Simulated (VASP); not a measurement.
Input of a VASP 6.6.1 run:

File INCAR:

```
SYSTEM = Zn2Cu3Ge2S8
PREC = Accurate ; ENCUT = 520
EDIFF = 1E-6 ; ISMEAR = -1
SIGMA = 0.002 ; LREAL = Auto
LASPH = .TRUE. ; NELM = 60
ALGO = Normal ; ISIF = 2
LWAVE = .FALSE. ; LCHARG = .FALSE.
GGA = PE ; NBANDS = 80
```

File KPOINTS:

```
Automatic mesh
0
G
  2 2 1
  0 0 0
```

Contents of POSCAR:

```
Zn2Cu3Ge2S8
1.0
    5.3212770000      0.0000000000      0.0000000000
    0.0000000000      5.3212770000      0.0000000000
    0.0000000000      0.0000000000     10.6975710000
Zn Cu Ge S
2 3 2 8
Direct
    0.0132111146      0.0126285476     -0.0186864850
    0.5044841680      0.6062078708      0.4869610120
   -0.0764854000      0.4381655005      0.2424943008
    0.0214234290      0.4984141964      0.7523670560
    0.4791331103      0.0662059126      0.7275857295
    0.0107492995      0.0248436606      0.4853999099
    0.5277304677      0.5088628162     -0.0060387540
    0.2774709905      0.3110343626      0.5938824804
    0.2019252146      0.7778396050      0.3765901624
    0.2621363255      0.3001535158      0.1340771657
    0.7059395705      0.1962686776      0.3591656461
    0.7340155380      0.7572806302      0.1183165786
    0.7505341293      0.2477976621      0.8508099642
    0.7753402050      0.8120043366      0.6258617026
    0.2907948600      0.7695709131      0.8520719330
```

Potentials or basis: VASP PAW PBE potentials, release 64 (Zn, Cu, Ge_d, S).

The run is started by

```sh
$ cat potpaw_PBE.64/Zn/POTCAR potpaw_PBE.64/Cu/POTCAR potpaw_PBE.64/Ge_d/POTCAR potpaw_PBE.64/S/POTCAR > POTCAR
$ mpirun -np 1 vasp_std > vasp.out
```

**Question.** Estimate the band gap on the k mesh.

**Answer.** Zero (an odd number of electrons rules out a gap without spin polarisation).

**Question.** Estimate the largest force.

**Answer.** 3.162 eV/Å.

**Question.** Predict the pressure.

**Answer.** 1.0 GPa.

Stress tensor (GPa, compression positive):
```
 0.74 -0.28 -0.40
-0.28  0.83  0.44
-0.40  0.44  1.29
```

Caveat: the k points lie up to 0.59 Å⁻¹ apart, too coarse for converged energies and pressures of a metal. With open d or f shells a metallic result of PBE can be an artefact of self-interaction; +U or a hybrid may open a gap.
